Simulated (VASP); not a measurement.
# InP (I4/mmm) in VASP: further runs, part 2 of 2

VASP 6.6.1.

## Step 3: Single point, LDA (zz strain of +2 %)

File INCAR:

```
SYSTEM = InP
ALGO = Normal
EDIFF = 1E-6
ENCUT = 520
ISIF = 2
ISMEAR = -1
LASPH = .True.
LCHARG = .True.
LELF = .True.
LREAL = .False.
LVHAR = .True.
LWAVE = .False.
NBANDS = 16
NELM = 60
PREC = Accurate
SIGMA = 0.05
```

File KPOINTS:

```
k-points
0
Gamma
  11 11 11
  0 0 0
```

File POSCAR:

```
InP
1.0
    0.0000000000      2.8550000000      2.9121000000
    2.8550000000      0.0000000000      2.9121000000
    2.8550000000      2.8550000000      0.0000000000
In P
1 1
Direct
    0.0000000000      0.0000000000      0.0000000000
    0.5000000000      0.5000000000      0.5000000000
```

Potentials or basis: VASP PAW LDA potentials, release 64 (In_d, P).

Command:

```bash
> cat potpaw_LDA.64/In_d/POTCAR potpaw_LDA.64/P/POTCAR > POTCAR
> mpirun -np 1 vasp_std > vasp.out
```

OUTCAR:

```text
SYSTEM = InP
   EDIFF = 1E-6
   ENCUT = 520
   ISIF = 2
   ISMEAR = -1
   LASPH = .True.
   LREAL = .False.
   NELM = 60
   PREC = Accurate

 ion  position               nearest neighbor table
   1  0.000  0.000  0.000-   2 2.85   2 2.85   2 2.85   2 2.85   2 2.91   2 2.91
   2  0.500  0.500  0.500-   1 2.85   1 2.85   1 2.85   1 2.85   1 2.91   1 2.91

  LATTYP: Found a body centered tetragonal cell.
 ALAT       =     4.0375797206
 C/A-ratio  =     1.4424978336

  Lattice vectors:

 A1 = (  -2.8550000000,   0.0000000000,   2.9121000000)
 A2 = (   2.8550000000,   0.0000000000,   2.9121000000)
 A3 = (   0.0000000000,   2.8550000000,  -2.9121000000)

Analysis of symmetry for initial positions (statically):
=====================================================================
 Subroutine PRICEL returns:
 Original cell was already a primitive cell.

 Routine SETGRP: Setting up the symmetry group for a
 body centered tetragonal supercell.

 Subroutine GETGRP returns: Found 16 space group operations
 (whereof 16 operations were pure point group operations)
 out of a pool of 16 trial point group operations.

The static configuration has the point symmetry D_4h.

Analysis of symmetry for dynamics (positions and initial velocities):
=====================================================================
 Subroutine PRICEL returns:
 Original cell was already a primitive cell.

 Routine SETGRP: Setting up the symmetry group for a
 body centered tetragonal supercell.

 Subroutine GETGRP returns: Found 16 space group operations
 (whereof 16 operations were pure point group operations)
 out of a pool of 16 trial point group operations.

The dynamic configuration has the point symmetry D_4h.

 Subroutine INISYM returns: Found 16 space group operations
 (whereof 16 operations are pure point group operations),
 and found     1 'primitive' translations

----------------------------------------------------------------------------------------

                                     Primitive cell

[... 104 lines left out ...]
   EFERMI =   0.00;   METHOD = LEGACY
   ISMEAR =    -1;   SIGMA  =   0.05  broadening in eV -4-tet -1-fermi 0-gaus
   EFERMI_NEDOS =   21; number of points for ismear=-14 and -15
   IALGO  =     38    algorithm
   IMIX   =      4    mixing-type and parameters
     AMIX     =   0.40;   BMIX     =  1.00
     AMIX_MAG =   1.60;   BMIX_MAG =  1.00
  volume/ion in A,a.u.               =      23.74       160.18
  Fermi-wavevector in a.u.,A,eV,Ry     =   1.184903  2.239142 19.102516  1.403995
  Thomas-Fermi vector in A             =   2.321108
   LORBIT       =      0    0 simple, 1 ext, 2 COOP (PROOUT), +10 PAW based schemes
   GGA     = CA    functional components
   LHFCALC =     F    Hartree Fock is set to
   AEXX    =    0.0000 exact exchange contribution
   IVDW    =     0    specifies the selected vdW correction
   LEPSILON=     F    determine dielectric tensor
   LRPA    =     F    only Hartree local field effects (RPA)
 non-spin polarized calculation
  energy-cutoff  :      520.00
  volume of cell :       47.47
 maximum number of plane-waves:      1311
   NGX = 15   NGY = 15   NGZ = 15

 number of electron      17.9999999 magnetization

 Free energy of the ion-electron system (eV)
  ---------------------------------------------------
  ext. energy  EPLUGINS =         0.00000000
  ---------------------------------------------------
  free energy    TOTEN  =        -9.03151651 eV

  energy without entropy =       -9.02301049  energy(sigma->0) =       -9.02726350

 E-fermi :   5.5223     XC(G=0): -10.1410

 val. band max:        5.5147979498   @ k =  -0.0909   0.0909   0.0000
 cond. band min:       5.5229071871   @ k =   0.4545   0.2727   0.0000
 fundamental gap:      0.0081092373
 Fermi energy:         5.5223495656

 k-point     1 :       0.0000    0.0000    0.0000
  band No.  band energies     occupation
      1      -8.4912      2.00000
      2      -8.4904      2.00000
      3      -8.4764      2.00000
      4      -8.4703      2.00000
      5      -8.4703      2.00000
      6      -5.6915      2.00000
[... 433 lines left out ...]
      3      -8.4695      2.00000
      4      -8.4459      2.00000
      5      -8.4354      2.00000
      6      -4.7562      2.00000
[... 8 lines left out ...]
     15      14.7732      0.00000
     16      16.2197      0.00000

 [... further k-points ...]
[... 5 lines left out ...]
  --------------------------------------------------------------------------------------
  -------------------------------------------------------------------------------------
  Total       -2.9417827     -2.9417827     -3.2749236      0.0000000      0.0000000      0.0000000
  in kB      -99.2824920    -99.2824920   -110.5256954      0.0000000      0.0000000      0.0000000
  external PRESSURE =    -103.0302265 kB  Pullay stress =       0.0000000 kB

 VOLUME and BASIS-vectors are now :
 -----------------------------------------------------------------------------
  energy-cutoff  :      520.00
  volume of cell :       47.47
      direct lattice vectors                 reciprocal lattice vectors
     0.000000000  2.855000000  2.912100000    -0.175131349  0.175131349  0.171697401
     2.855000000  0.000000000  2.912100000     0.175131349 -0.175131349  0.171697401
     2.855000000  2.855000000  0.000000000     0.175131349  0.175131349 -0.171697401

 POSITION                                       TOTAL-FORCE (eV/Angst)
 -----------------------------------------------------------------------------------
      0.00000      0.00000      0.00000         0.000000      0.000000      0.000000
      2.85500      2.85500      2.91210         0.000000      0.000000      0.000000
 -----------------------------------------------------------------------------------
    total drift:                               -0.000000      0.000000      0.000000

  FREE ENERGIE OF THE ION-ELECTRON SYSTEM (eV)
  ---------------------------------------------------
  free  energy   TOTEN  =        -9.0315165108 eV

  energy  without entropy=       -9.0230104902  energy(sigma->0) =       -9.02726350
```

OSZICAR:

```text
N       E                     dE             d eps       ncg     rms          rms(c)
DAV:   1     0.106579465291E+03    0.10658E+03   -0.83955E+03  4048   0.127E+03
DAV:   2    -0.245950531735E+01   -0.10904E+03   -0.10450E+03  4552   0.297E+02
DAV:   3    -0.911665786868E+01   -0.66572E+01   -0.65886E+01  5288   0.706E+01
DAV:   4    -0.928212011301E+01   -0.16546E+00   -0.16539E+00  5240   0.117E+01
DAV:   5    -0.928984352271E+01   -0.77234E-02   -0.77232E-02  5984   0.221E+00    0.399E+00
DAV:   6    -0.904442573894E+01    0.24542E+00   -0.46886E-01  6152   0.995E+00    0.224E+00
DAV:   7    -0.903477047334E+01    0.96553E-02   -0.43556E-02  5408   0.150E+00    0.985E-01
DAV:   8    -0.903157142192E+01    0.31991E-02   -0.35251E-03  4888   0.640E-01    0.804E-02
DAV:   9    -0.903151439072E+01    0.57031E-04   -0.17227E-04  6224   0.160E-01    0.584E-02
DAV:  10    -0.903151653417E+01   -0.21434E-05   -0.17221E-05  5000   0.320E-02    0.136E-02
DAV:  11    -0.903151651085E+01    0.23321E-07   -0.14139E-06  4464   0.123E-02
   1 F= -.90315165E+01 E0= -.90272635E+01  d E =-.850602E-02
```

stdout:

```text
POSCAR found type information on POSCAR InP
 POSCAR found :  2 types and       2 ions
 scaLAPACK will be used
 LDA part: xc-table for (Slater(with rela. corr.)+CA(PZ))
 , standard interpolation
 POSCAR, INCAR and KPOINTS ok, starting setup
 FFT: planning ... GRIDC
 FFT: planning ... GRID_SOFT
 FFT: planning ... GRID
 WAVECAR not read
 entering main loop
```

Run time: 2.1 min. Hardware: 1 thread of Intel Xeon 8259CL, shared host; peak memory 0.22 GiB.

What came out:

- Free energy: -9.0315 eV
- Pressure: -10.3 GPa
- Band gap on the k mesh: zero (bands 9 and 10 overlap by 2.24 eV)

Caveat: the cell differs from its parent crystal (zz strain of +2 %); the cell stands under tension; spin-orbit coupling is left out, which moves the levels of the heavy elements.

## Step 4: Single point, LDA (zz strain of -2 %)

File INCAR:

```
SYSTEM = InP
PREC     = Accurate       ! precision mode
ENCUT    = 520            ! plane-wave cutoff, eV
EDIFF    = 1E-6           ! SCF threshold, eV
ISMEAR   = -1             ! smearing method
SIGMA    = 0.05           ! smearing width, eV
LREAL    = .False.        ! projectors in reciprocal space
LASPH    = .True.         ! aspherical terms in the spheres
NELM     = 80             ! most SCF steps
ALGO     = Normal         ! electronic algorithm
ISIF     = 2              ! what is computed and relaxed
LWAVE    = .False.        ! write WAVECAR
LCHARG   = .True.         ! write CHGCAR
GGA      = CA             ! functional
LELF     = .True.         ! ELF
LVHAR    = .True.       
NBANDS   = 16             ! bands
```

File KPOINTS:

```
regular mesh
0
Gamma
  11 11 11
  0 0 0
```

File POSCAR:

```
InP
1.0
    0.0000000000      2.8550000000      2.7979000000
    2.8550000000      0.0000000000      2.7979000000
    2.8550000000      2.8550000000      0.0000000000
In P
1 1
Direct
    0.0000000000      0.0000000000      0.0000000000
    0.5000000000      0.5000000000      0.5000000000
```

Potentials or basis: VASP PAW LDA potentials, release 64 (In_d, P).

Command:

```bash
> cat potpaw_LDA.64/In_d/POTCAR potpaw_LDA.64/P/POTCAR > POTCAR
> mpirun -np 1 vasp_std > vasp.out
```

OUTCAR:

```text
SYSTEM = InP
   PREC = Accurate
   ENCUT = 520
   EDIFF = 1E-6
   ISMEAR = -1
   LREAL = .False.
   LASPH = .True.
   NELM = 80
   ISIF = 2
   GGA = CA

 ion  position               nearest neighbor table
   1  0.000  0.000  0.000-   2 2.80   2 2.80   2 2.85   2 2.85   2 2.85   2 2.85
   2  0.500  0.500  0.500-   1 2.80   1 2.80   1 2.85   1 2.85   1 2.85   1 2.85

  LATTYP: Found a body centered tetragonal cell.
 ALAT       =     4.0375797206
 C/A-ratio  =     1.3859292911

  Lattice vectors:

 A1 = (   0.0000000000,  -2.8550000000,  -2.7979000000)
 A2 = (   0.0000000000,   2.8550000000,  -2.7979000000)
 A3 = (   2.8550000000,   0.0000000000,   2.7979000000)

Analysis of symmetry for initial positions (statically):
=====================================================================
 Subroutine PRICEL returns:
 Original cell was already a primitive cell.

 Routine SETGRP: Setting up the symmetry group for a
 body centered tetragonal supercell.

 Subroutine GETGRP returns: Found 16 space group operations
 (whereof 16 operations were pure point group operations)
 out of a pool of 16 trial point group operations.

The static configuration has the point symmetry D_4h.

Analysis of symmetry for dynamics (positions and initial velocities):
=====================================================================
 Subroutine PRICEL returns:
 Original cell was already a primitive cell.

 Routine SETGRP: Setting up the symmetry group for a
 body centered tetragonal supercell.

 Subroutine GETGRP returns: Found 16 space group operations
 (whereof 16 operations were pure point group operations)
 out of a pool of 16 trial point group operations.

The dynamic configuration has the point symmetry D_4h.

 Subroutine INISYM returns: Found 16 space group operations
 (whereof 16 operations are pure point group operations),
 and found     1 'primitive' translations

[... 105 lines left out ...]
   NELECT =      18.0000    total number of electrons
   NUPDOWN=      -1.0000    fix difference up-down
   EMIN   =  10.00;   EMAX   =-10.00  energy-range for DOS
   EFERMI =   0.00;   METHOD = LEGACY
   ISMEAR =    -1;   SIGMA  =   0.05  broadening in eV -4-tet -1-fermi 0-gaus
   EFERMI_NEDOS =   21; number of points for ismear=-14 and -15
   IALGO  =     38    algorithm
   IMIX   =      4    mixing-type and parameters
     AMIX     =   0.40;   BMIX     =  1.00
     AMIX_MAG =   1.60;   BMIX_MAG =  1.00
  volume/ion in A,a.u.               =      22.81       153.90
  Fermi-wavevector in a.u.,A,eV,Ry     =   1.200810  2.269201 19.618839  1.441944
  Thomas-Fermi vector in A             =   2.336636
   LORBIT       =      0    0 simple, 1 ext, 2 COOP (PROOUT), +10 PAW based schemes
   GGA     = CA    functional components
   LHFCALC =     F    Hartree Fock is set to
   AEXX    =    0.0000 exact exchange contribution
   IVDW    =     0    specifies the selected vdW correction
   LEPSILON=     F    determine dielectric tensor
   LRPA    =     F    only Hartree local field effects (RPA)
 non-spin polarized calculation
  energy-cutoff  :      520.00
  volume of cell :       45.61
 maximum number of plane-waves:      1250
 NGX is ok and might be reduce to    30
   NGX = 15   NGY = 15   NGZ = 15

 number of electron      17.9999993 magnetization

 Free energy of the ion-electron system (eV)
  ---------------------------------------------------
  ext. energy  EPLUGINS =         0.00000000
  ---------------------------------------------------
  free energy    TOTEN  =        -9.14203909 eV

  energy without entropy =       -9.13407621  energy(sigma->0) =       -9.13805765

 E-fermi :   5.9688     XC(G=0): -10.3175

 val. band max:        5.9653303807   @ k =   0.4545   0.0000   0.2727
 cond. band min:       5.9741947181   @ k =  -0.4545  -0.0000   0.0909
 fundamental gap:      0.0088643374
 Fermi energy:         5.9687575480

 k-point     1 :       0.0000    0.0000    0.0000
  band No.  band energies     occupation
      1      -8.0808      2.00000
      2      -8.0767      2.00000
      3      -8.0605      2.00000
      4      -8.0605      2.00000
      5      -8.0523      2.00000
      6      -5.5059      2.00000
[... 433 lines left out ...]
      3      -8.0551      2.00000
      4      -8.0307      2.00000
      5      -8.0185      2.00000
      6      -4.5288      2.00000
[... 8 lines left out ...]
     15      15.8808      0.00000
     16      16.8036      0.00000

 [... further k-points ...]
[... 5 lines left out ...]
  --------------------------------------------------------------------------------------
  -------------------------------------------------------------------------------------
  Total       -2.6498106     -2.6498106     -2.1976224      0.0000000     -0.0000000      0.0000000
  in kB      -93.0788503    -93.0788503    -77.1950147      0.0000000     -0.0000000      0.0000000
  external PRESSURE =     -87.7842385 kB  Pullay stress =       0.0000000 kB

 VOLUME and BASIS-vectors are now :
 -----------------------------------------------------------------------------
  energy-cutoff  :      520.00
  volume of cell :       45.61
      direct lattice vectors                 reciprocal lattice vectors
     0.000000000  2.855000000  2.797900000    -0.175131349  0.175131349  0.178705458
     2.855000000  0.000000000  2.797900000     0.175131349 -0.175131349  0.178705458
     2.855000000  2.855000000  0.000000000     0.175131349  0.175131349 -0.178705458

 POSITION                                       TOTAL-FORCE (eV/Angst)
 -----------------------------------------------------------------------------------
      0.00000      0.00000      0.00000        -0.000000      0.000000      0.000000
      2.85500      2.85500      2.79790         0.000000     -0.000000     -0.000000
 -----------------------------------------------------------------------------------
    total drift:                               -0.000000      0.000000      0.000000

  FREE ENERGIE OF THE ION-ELECTRON SYSTEM (eV)
  ---------------------------------------------------
  free  energy   TOTEN  =        -9.1420390931 eV

  energy  without entropy=       -9.1340762051  energy(sigma->0) =       -9.13805765
```

OSZICAR:

```text
N       E                     dE             d eps       ncg     rms          rms(c)
DAV:   1     0.107311018654E+03    0.10731E+03   -0.83977E+03  4048   0.130E+03
DAV:   2    -0.246158636166E+01   -0.10977E+03   -0.10508E+03  4496   0.301E+02
DAV:   3    -0.922999035055E+01   -0.67684E+01   -0.66858E+01  5368   0.713E+01
DAV:   4    -0.940270946345E+01   -0.17272E+00   -0.17266E+00  5072   0.119E+01
DAV:   5    -0.941073237254E+01   -0.80229E-02   -0.80227E-02  6096   0.225E+00    0.427E+00
DAV:   6    -0.915604604345E+01    0.25469E+00   -0.47631E-01  6200   0.105E+01    0.241E+00
DAV:   7    -0.914537068406E+01    0.10675E-01   -0.47115E-02  5536   0.164E+00    0.104E+00
DAV:   8    -0.914210887477E+01    0.32618E-02   -0.36459E-03  4904   0.680E-01    0.929E-02
DAV:   9    -0.914203738369E+01    0.71491E-04   -0.19106E-04  6488   0.187E-01    0.638E-02
DAV:  10    -0.914203923992E+01   -0.18562E-05   -0.17773E-05  5096   0.339E-02    0.203E-02
DAV:  11    -0.914203909312E+01    0.14680E-06   -0.20419E-06  5024   0.144E-02
   1 F= -.91420391E+01 E0= -.91380576E+01  d E =-.796289E-02
```

stdout:

```text
POSCAR found type information on POSCAR InP
 POSCAR found :  2 types and       2 ions
 scaLAPACK will be used
 LDA part: xc-table for (Slater(with rela. corr.)+CA(PZ))
 , standard interpolation
 POSCAR, INCAR and KPOINTS ok, starting setup
 FFT: planning ... GRIDC
 FFT: planning ... GRID_SOFT
 FFT: planning ... GRID
 WAVECAR not read
 entering main loop
```

It took 1.7 min on 1 thread of Intel Xeon 8259CL, shared host; peak memory 0.21 GiB.

What came out:

| Item | Value |
| --- | --- |
| Free energy | -9.1420 eV |
| Pressure | -8.8 GPa |
| Band gap on the k mesh | zero (bands 9 and 10 overlap by 2.45 eV) |

Stress tensor (GPa, compression positive):
```
-9.31  0.00  0.00
 0.00 -9.31  0.00
 0.00  0.00 -7.72
```

Caveat: the cell differs from its parent crystal (zz strain of -2 %); the cell stands under tension; spin-orbit coupling is left out, which moves the levels of the heavy elements.

## Step 5: Overview

| cell | gap on the mesh (eV) | pressure (GPa) |
| --- | --- | --- |
| a = 4.058, b = 4.058, c = 4.038 Å, angles 60.2, 60.2, 59.7°, 2 atoms | none | -10.0 |
| a = 4.078, b = 4.078, c = 4.038 Å, angles 60.3, 60.3, 59.3°, 2 atoms | none | -10.3 |
| a = 3.997, b = 3.997, c = 4.038 Å, angles 59.7, 59.7, 60.7°, 2 atoms | none | -8.8 |

Alike in all rows: task single point; level LDA; potentials or basis VASP PAW LDA potentials, release 64 (In_d, P); no spin polarisation; k mesh 11 × 11 × 11; cutoff (eV) 520; smearing fermi-dirac 0.05 eV.

Caveats: the cell stands under tension; spin-orbit coupling is left out, which moves the levels of the heavy elements.

Total energies depend on the potentials used, so only differences within one code and one set of settings carry meaning.
